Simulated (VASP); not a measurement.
# Ir4Rh (R-3m) in VASP: single point with PBE

Aim: the single point of Ir4Rh with PBE.

Program: VASP 6.6.1. These are calculated values, not measurements. Logs are shortened: lines on timing, memory, paths and dates and some standing lists are left out, and cuts for length are marked.

## 1. The cell of the first run

The structure is trigonal, space group R-3m (No. 166). The conventional cell has a = 2.731 Å, b = 2.731 Å, c = 33.448 Å, α = 90.00°, β = 90.00°, γ = 120.00°. Ir (site symmetry 3m) has 3 Rh at 2.73 Å and 9 Ir at 2.73 Å within 3.6 Å. Ir (site symmetry 3m) has 12 Ir at 2.73 to 2.74 Å within 3.6 Å. Within 3.6 Å of Rh (site symmetry -3m) lie 6 Ir at 2.73 Å and 6 Rh at 2.73 Å.

## 2. Single point, PBE

INCAR

```
SYSTEM = Ir4Rh
  PREC = Accurate
  ENCUT = 520
  EDIFF = 1E-6
  ISMEAR = 0
  SIGMA = 0.2
  LREAL = .False.
  LASPH = .True.
  NELM = 100
  ALGO = Fast
  ISIF = 2
  LWAVE = .False.
  LCHARG = .False.
  GGA = PE
  NBANDS = 62
```

KPOINTS

```
regular mesh
0
Gamma
  8 6 8
  0 0 0
```

POSCAR

```
Ir4Rh
1.0
    1.3655129683      2.3651378395      0.0000000000
   -4.0965389049      2.3651378395      0.0000000000
    0.0000000000     -1.5767585597     11.1492619114
Ir Rh
8 2
Direct
    0.1501464741      0.0500488247      0.3002929482
    0.6501464741      0.5500488247      0.3002929482
    0.0501908085      0.3500636028      0.1003816170
    0.5501908085      0.8500636028      0.1003816170
    0.4498091915      0.1499363972      0.8996183830
    0.9498091915      0.6499363972      0.8996183830
    0.3498535259      0.4499511753      0.6997070518
    0.8498535259      0.9499511753      0.6997070518
    0.7500000000      0.2500000000      0.5000000000
    0.2500000000      0.7500000000      0.5000000000
```

Potentials or basis: VASP PAW PBE potentials, release 64 (Ir, Rh_pv).

Run with:

```
$ cat potpaw_PBE.64/Ir/POTCAR potpaw_PBE.64/Rh_pv/POTCAR > POTCAR
$ mpirun -np 1 vasp_std > vasp.out
```

OUTCAR:

```text
SYSTEM = Ir4Rh
   PREC = Accurate
   ENCUT = 520
   EDIFF = 1E-6
   ISMEAR = 0
   LREAL = .False.
   LASPH = .True.
   NELM = 100
   ISIF = 2
   GGA = PE

 ion  position               nearest neighbor table
   1  0.150  0.050  0.300-   9 2.73   9 2.73  10 2.73   3 2.73   4 2.73   4 2.73   2 2.73   2 2.73
                             2 2.73   2 2.73
   2  0.650  0.550  0.300-  10 2.73   9 2.73  10 2.73   4 2.73   3 2.73   3 2.73   1 2.73   1 2.73
                             1 2.73   1 2.73
   3  0.050  0.350  0.100-   1 2.73   2 2.73   2 2.73   4 2.73   4 2.73   4 2.73   4 2.73   5 2.74
                             5 2.74   6 2.74
   4  0.550  0.850  0.100-   2 2.73   1 2.73   1 2.73   3 2.73   3 2.73   3 2.73   3 2.73   6 2.74
                             6 2.74   5 2.74
   5  0.450  0.150  0.900-   7 2.73   8 2.73   8 2.73   6 2.73   6 2.73   6 2.73   6 2.73   3 2.74
                             3 2.74   4 2.74
   6  0.950  0.650  0.900-   8 2.73   7 2.73   7 2.73   5 2.73   5 2.73   5 2.73   5 2.73   4 2.74
                             4 2.74   3 2.74
   7  0.350  0.450  0.700-   9 2.73  10 2.73   9 2.73   5 2.73   6 2.73   6 2.73   8 2.73   8 2.73
                             8 2.73   8 2.73
   8  0.850  0.950  0.700-  10 2.73  10 2.73   9 2.73   6 2.73   5 2.73   5 2.73   7 2.73   7 2.73
                             7 2.73   7 2.73
   9  0.750  0.250  0.500-   7 2.73   1 2.73   2 2.73   7 2.73   8 2.73   1 2.73  10 2.73  10 2.73
                            10 2.73  10 2.73
  10  0.250  0.750  0.500-   8 2.73   2 2.73   2 2.73   7 2.73   8 2.73   1 2.73   9 2.73   9 2.73
                             9 2.73   9 2.73

  LATTYP: Found a base centered monoclinic cell.
 ALAT       =    22.3542016684
 B/A-ratio  =     0.1221705869
 C/A-ratio  =     0.2116056636
 COS(beta)  =    -0.0705352212

  Lattice vectors:

 A1 = (   0.0000000000,  -1.5767585597,  11.1492619114)
 A2 = (   1.3655129683,   0.7883792798,  11.1492619114)
 A3 = (  -4.0965389049,   2.3651378395,   0.0000000000)

Analysis of symmetry for initial positions (statically):
=====================================================================
 Subroutine PRICEL returns following result:

  LATTYP: Found a trigonal (rhomboedric) cell.
 ALAT       =    11.2602046484
 COS(alpha) =     0.9705876933

  Lattice vectors:

 A1 = (  -1.3655129683,   0.7883792798,  11.1492619114)
 A2 = (   0.0000000000,  -1.5767585597,  11.1492619114)
 A3 = (   1.3655129683,   0.7883792798,  11.1492619114)

   2 primitive cells build up your supercell.

 Routine SETGRP: Setting up the symmetry group for a
 base centered monoclinic supercell.

 Subroutine GETGRP returns: Found  4 space group operations
 (whereof  4 operations were pure point group operations)
 out of a pool of  4 trial point group operations.

The static configuration has the point symmetry C_2h.

Analysis of symmetry for dynamics (positions and initial velocities):
=====================================================================
 Subroutine PRICEL returns following result:

  LATTYP: Found a trigonal (rhomboedric) cell.
 ALAT       =    11.2602046484
 COS(alpha) =     0.9705876933

  Lattice vectors:

 A1 = (  -1.3655129683,   0.7883792798,  11.1492619114)
 A2 = (   0.0000000000,  -1.5767585597,  11.1492619114)
 A3 = (   1.3655129683,   0.7883792798,  11.1492619114)

   2 primitive cells build up your supercell.

 Routine SETGRP: Setting up the symmetry group for a
 base centered monoclinic supercell.

 Subroutine GETGRP returns: Found  4 space group operations
 (whereof  4 operations were pure point group operations)
 out of a pool of  4 trial point group operations.

The dynamic configuration has the point symmetry C_2h.

 Subroutine INISYM returns: Found  4 space group operations
 (whereof  4 operations are pure point group operations),
 and found     2 'primitive' translations

----------------------------------------------------------------------------------------

                                     Primitive cell

  volume of cell :      72.0159

  direct lattice vectors                    reciprocal lattice vectors
    -1.365512968  0.788379280 11.149261911    -0.366162762  0.211404169  0.029897345
     0.000000000 -1.576758560 11.149261911     0.000000000 -0.422808338  0.029897345
     1.365512968  0.788379280 11.149261911     0.366162762  0.211404169  0.029897345

  length of vectors
    11.260204648 11.260204648 11.260204648     0.423864061  0.423864061  0.423864061

  position of ions in fractional coordinates (direct lattice)
     0.100097649  0.100097649  0.100097649
     0.700127206  0.700127206  0.700127206
     0.299872794  0.299872794  0.299872794
     0.899902351  0.899902351  0.899902351
     0.500000000  0.500000000  0.500000000

  ion indices of the primitive-cell ions
   primitive index   ion index
                 1           1
                 2           3
                 3           5
                 4           8
                 5          10

----------------------------------------------------------------------------------------

 KPOINTS: regular mesh

Automatic generation of k-mesh.
 Grid dimensions read from file:
 generate k-points for:    8    6    8

 Generating k-lattice:

  Cartesian coordinates                     Fractional coordinates (reciprocal lattice)
     0.022885173  0.039638282  0.005605752     0.125000000  0.000000000  0.000000000
    -0.030513563  0.017617014  0.002491445     0.000000000  0.166666667  0.000000000
     0.000000000  0.000000000  0.011211504     0.000000000  0.000000000  0.125000000

  Length of vectors
     0.046112352  0.035322005  0.011211504

  Shift w.r.t. Gamma in fractional coordinates (k-lattice)
     0.000000000  0.000000000  0.000000000

 Subroutine IBZKPT returns following result:
 ===========================================

 Found    114 irreducible k-points:

 Following reciprocal coordinates:
            Coordinates               Weight
  0.000000  0.000000  0.000000      1.000000
  0.125000  0.000000  0.000000      4.000000
  0.250000  0.000000  0.000000      4.000000
  0.375000  0.000000 -0.000000      4.000000
  0.500000  0.000000  0.000000      2.000000
  0.000000  0.166667 -0.000000      2.000000
[... 16 lines left out ...]
  0.125000  0.500000  0.000000      4.000000
  0.250000  0.500000 -0.000000      4.000000
 [... further k-points ...]
   k-points           NKPTS =    114   k-points in BZ     NKDIM =    114   number of bands    NBANDS=     62
   number of dos      NEDOS =    301   number of ions     NIONS =     10
   total plane-waves  NPLWV =  60480
   dimension x,y,z NGX =    20 NGY =   36 NGZ =   84
   dimension x,y,z NGXF=    40 NGYF=   72 NGZF=  168
   ions per type =               8   2
   NGX,Y,Z   is equivalent  to a cutoff of  12.17, 12.65, 12.40 a.u.
   NGXF,Y,Z  is equivalent  to a cutoff of  24.35, 25.30, 24.80 a.u.
 SYSTEM =  Ir4Rh
   PREC   = accura    normal or accurate (medium, high low for compatibility)
   ISTART =      0    job   : 0-new  1-cont  2-samecut
   ICHARG =      2    charge: 1-file 2-atom 10-const
   ISPIN  =      1    spin polarized calculation?
   LNONCOLLINEAR =      F non collinear calculations
   LSORBIT =      F    spin-orbit coupling
   LASPH  =      T    aspherical Exc in radial PAW
   ENCUT  =  520.0 eV  38.22 Ry    6.18 a.u.   5.08  8.80 20.94*2*pi/ulx,y,z
   NELM   =    100;   NELMIN=  2; NELMDL= -5     # of ELM steps
   EDIFF  = 0.1E-05   stopping-criterion for ELM
   LREAL  =      F    real-space projection
   EDIFFG = 0.1E-04   stopping-criterion for IOM
   NSW    =      0    number of steps for IOM
   IBRION =     -1    ionic relax: 0-MD 1-quasi-New 2-CG
   NFREE  =      0    steps in history (QN), initial steepest desc. (CG)
   ISIF   =      2    stress and relaxation
   ISYM   =      2    0-nonsym 1-usesym 2-fastsym
   POTIM  = 0.5000    time-step for ionic-motion
   TEBEG  =    0.0;   TEEND  =   0.0 temperature during run
   PSTRESS=    0.0 pullay stress
   NELECT =     102.0000    total number of electrons
   NUPDOWN=      -1.0000    fix difference up-down
   EMIN   =  10.00;   EMAX   =-10.00  energy-range for DOS
   EFERMI =   0.00;   METHOD = LEGACY
   ISMEAR =     0;   SIGMA  =   0.20  broadening in eV -4-tet -1-fermi 0-gaus
   EFERMI_NEDOS =   21; number of points for ismear=-14 and -15
   IALGO  =     68    algorithm
   IMIX   =      4    mixing-type and parameters
     AMIX     =   0.40;   BMIX     =  1.00
     AMIX_MAG =   1.60;   BMIX_MAG =  1.00
  volume/ion in A,a.u.               =      14.40        97.20
  Fermi-wavevector in a.u.,A,eV,Ry     =   1.459224  2.757534 28.971374  2.129336
  Thomas-Fermi vector in A             =   2.575817
   LORBIT       =      0    0 simple, 1 ext, 2 COOP (PROOUT), +10 PAW based schemes
   GGA     = PE    functional components
   LHFCALC =     F    Hartree Fock is set to
   AEXX    =    0.0000 exact exchange contribution
   IVDW    =     0    specifies the selected vdW correction
   LEPSILON=     F    determine dielectric tensor
   LRPA    =     F    only Hartree local field effects (RPA)
 non-spin polarized calculation
 RMM-DIIS sequential band-by-band and
 Gauss-broadening in eV      SIGMA  =   0.20
  energy-cutoff  :      520.00
  volume of cell :      144.03
 maximum number of plane-waves:      3915
   NGX = 11   NGY = 17   NGZ = 41

 number of electron     101.9999989 magnetization

 Free energy of the ion-electron system (eV)
  ---------------------------------------------------
  ext. energy  EPLUGINS =         0.00000000
  ---------------------------------------------------
  free energy    TOTEN  =       -85.42540313 eV

  energy without entropy =      -85.19097517  energy(sigma->0) =      -85.30818915

 E-fermi :  10.2611     XC(G=0): -13.8551

 val. band max:       10.2610317359   @ k =  -0.2500   0.0000   0.1250
 cond. band min:      10.2624610200   @ k =   0.1250   0.5000   0.2500
 fundamental gap:      0.0014292842
 Fermi energy:        10.2611130627

 k-point     1 :       0.0000    0.0000    0.0000
  band No.  band energies     occupation
      1     -36.6770      2.00000
      2     -36.5447      2.00000
      3     -36.4792      2.00000
      4     -36.3212      2.00000
      5     -36.2058      2.00000
      6     -36.2022      2.00000
[... 1549 lines left out ...]
     61      11.1332      0.00000
     62      12.0634      0.00000

 [... further k-points ...]
[... 5 lines left out ...]
  --------------------------------------------------------------------------------------
  -------------------------------------------------------------------------------------
  Total        0.4418194      0.8304513      0.8458806      0.3365651     -0.1201828      0.2081628
  in kB        4.9146995      9.2377531      9.4093848      3.7438742     -1.3368865      2.3155556
  external PRESSURE =       7.8539458 kB  Pullay stress =       0.0000000 kB

 VOLUME and BASIS-vectors are now :
 -----------------------------------------------------------------------------
  energy-cutoff  :      520.00
  volume of cell :      144.03
      direct lattice vectors                 reciprocal lattice vectors
     1.365512968  2.365137840  0.000000000     0.183081381  0.317106254  0.044846018
    -4.096538905  2.365137840  0.000000000    -0.183081381  0.105702085  0.014948673
     0.000000000 -1.576758560 11.149261911     0.000000000  0.000000000  0.089692036

 POSITION                                       TOTAL-FORCE (eV/Angst)
 -----------------------------------------------------------------------------------
      0.00000     -0.00000      3.34804        -0.003031      0.001750      0.033617
     -1.36551      2.36514      3.34804        -0.003031      0.001750      0.033617
     -1.36551      0.78838      1.11918         0.006096     -0.003520     -0.010169
     -2.73103      3.15352      1.11918         0.006096     -0.003520     -0.010169
     -0.00000      0.00000     10.03008        -0.006096      0.003520      0.010169
     -1.36551      2.36514     10.03008        -0.006096      0.003520      0.010169
     -1.36551      0.78838      7.80122         0.003031     -0.001750     -0.033617
     -2.73103      3.15352      7.80122         0.003031     -0.001750     -0.033617
      0.00000      1.57676      5.57463         0.000000     -0.000000      0.000000
     -2.73103      1.57676      5.57463         0.000000     -0.000000     -0.000000
 -----------------------------------------------------------------------------------
    total drift:                               -0.000000     -0.000000      0.000000

  FREE ENERGIE OF THE ION-ELECTRON SYSTEM (eV)
  ---------------------------------------------------
  free  energy   TOTEN  =       -85.4254031341 eV

  energy  without entropy=      -85.1909751718  energy(sigma->0) =      -85.30818915
```

It took 38 min on 1 thread of Oxide Virtual Turin-like, shared host; peak memory 0.75 GiB.

What came out:

```
Free energy            : -85.4254 eV
Pressure               : 0.8 GPa
Largest force          : 0.034 eV/Å
Band gap on the k mesh : zero (bands 51 and 52 overlap by 2.17 eV)
```

Forces on the atoms (eV/Å):
```
Ir  -0.003  0.002  0.034
Ir  -0.003  0.002  0.034
Ir   0.006 -0.004 -0.010
Ir   0.006 -0.004 -0.010
Ir  -0.006  0.004  0.010
Ir  -0.006  0.004  0.010
Ir   0.003 -0.002 -0.034
Ir   0.003 -0.002 -0.034
Rh   0.000  0.000  0.000
Rh   0.000  0.000  0.000
```

Stress tensor (GPa, compression positive):
```
 0.49  0.37  0.23
 0.37  0.92 -0.13
 0.23 -0.13  0.94
```

Caveat: spin-orbit coupling is left out, which moves the levels of the heavy elements.
